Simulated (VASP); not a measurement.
Wanted: the native input for a VASP 6.6.1 run.

- Task: single point
- Functional: PBE
- Potentials or basis: VASP PAW PBE potentials, release 64 (In_d, Sb)
- Cutoff: 500 eV
- k mesh: 4 × 4 × 4
- Occupations: gaussian, width 0.0069 eV
- Spin: no spin polarisation
- Dipole correction: no
- Further INCAR settings: ALGO = Normal; EDIFF = 1e-06; NBANDS = 16

The structure of InSb lies in POSCAR:

```
InSb
1.0
    0.0000000000      3.0735130000      3.0735130000
    3.0735130000      0.0000000000      3.0735130000
    3.0735130000      3.0735130000      0.0000000000
In Sb
1 1
Direct
    0.0000000000      0.0000000000      0.0000000000
    0.5000000000      0.5000000000      0.5000000000
```

The input as run:

INCAR

```
SYSTEM = InSb
PREC = Accurate
ENCUT = 500
EDIFF = 1E-6
ISMEAR = 0
SIGMA = 0.0069
LREAL = .False.
LASPH = .True.
NELM = 120
ALGO = Normal
ISIF = 2
LWAVE = .False.
LCHARG = .False.
GGA = PE
NBANDS = 16
GGA_COMPAT = .False.
```

KPOINTS

```
Automatic mesh
0
Gamma
  4 4 4
  0 0 0
```

Potentials or basis: VASP PAW PBE potentials, release 64 (In_d, Sb).

Run with:

```sh
$ cat potpaw_PBE.64/In_d/POTCAR potpaw_PBE.64/Sb/POTCAR > POTCAR
$ mpirun -np 1 vasp_std > vasp.out
```

It gave:

* Pressure: 1.8 GPa
* Band gap on the k mesh: zero (band 9 reaches 6.85 eV, above the bottom of band 10 at 4.47 eV)

Caveat: the k points lie up to 0.44 Å⁻¹ apart; spin-orbit coupling is left out, which moves the levels of the heavy elements.

Wall time 4.2 s on 1 thread of Intel(R) Xeon(R) Platinum 8488C (Sapphire Rapids), on a shared host, peak memory 0.17 GiB.
